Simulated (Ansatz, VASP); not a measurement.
## SrTa2O2: VASP beside Ansatz

```xyz
5
Lattice="-3.0477 3.0477 2.8237 3.0477 -3.0477 2.8237 3.0477 3.0477 -2.8237" Properties=species:S:1:pos:R:3 pbc="T T T"
Sr    0.0000    0.0000    0.0000
Ta    0.0000    3.0477    0.0000
Ta    3.0477    0.0000    0.0000
O     0.0000    0.0000    3.4997
O     0.0000    0.0000    2.1477
```

Alike in both runs: task relaxation of cell and atoms; functional PBE; k mesh 10 × 10 × 10; occupations gaussian, width 0.1 eV; no spin polarisation.

```csv
,VASP,Ansatz
version,VASP 6.6.1,Ansatz 0.2.0
potentials or method,"VASP PAW PBE potentials, release 64 (Sr_sv, Ta_pv, O), cutoff 600 eV","scalar-relativistic, plane waves, PAW"
valence electrons in the cell,44,48
```

|  | VASP | Ansatz | Ansatz less VASP |
| --- | --- | --- | --- |
| gap on the k mesh at the Fermi level, each at its own relaxed structure (eV) | none | none | - |
| relaxed volume (Å³/atom) | 21.30 | 21.38 | +0.082 |
| relaxed length of the cell vector where the two differ most in proportion (Å) | 5.180 | 5.188 | +0.0085 |

A gap of «none» marks a metal or a gap that the smearing closes. VASP's potentials hold 44 valence electrons a cell and Ansatz's 48, so a difference there can come from the potentials and not from the codes.

Neither program's run includes spin-orbit coupling.
